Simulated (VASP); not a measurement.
V: single point with PBEsol

V:

```
V
1.0
    -1.47949    1.47949    1.47949
     1.47949   -1.47949    1.47949
     1.47949    1.47949   -1.47949
V
1
Direct
  0.00000 0.00000 0.00000
```

| Property | Result |
| --- | --- |
| Program | VASP 6.6.1 |
| Task | single point |
| Functional | PBEsol |
| Potentials or basis | VASP PAW PBE potentials, release 64 (V_sv) |
| Cutoff | 520 eV |
| k mesh | 20 × 20 × 20 |
| Occupations | gaussian, width 0.1 eV |
| Spin | no spin polarisation |
| Dipole correction | no |
| Further INCAR settings | ALGO = Fast; EDIFF = 1e-06; NBANDS = 12 |

The pressure is 0.3 GPa.

Levels at points of the mesh, in eV from the Fermi level:
```tsv
k point	band 5	band 6	band 7	band 8	band 9	band 10
(0.00, 0.00, 0.00)	-6.67	0.42	0.42	0.42	2.53	2.53
(0.50, 0.00, 0.00)	-3.32	-1.21	1.80	2.54	2.92	4.36
(0.50, 0.50, 0.50)	-3.19	-3.19	3.94	3.94	3.94	10.55
```

It took 32 s on 1 thread of Intel(R) Xeon(R) Platinum 8375C CPU @ 2.90GHz (Ice Lake), with other jobs on the host, peak memory 0.15 GiB.

Caveat: the PAW data sets were made with another functional, which shifts forces and pressure a little.
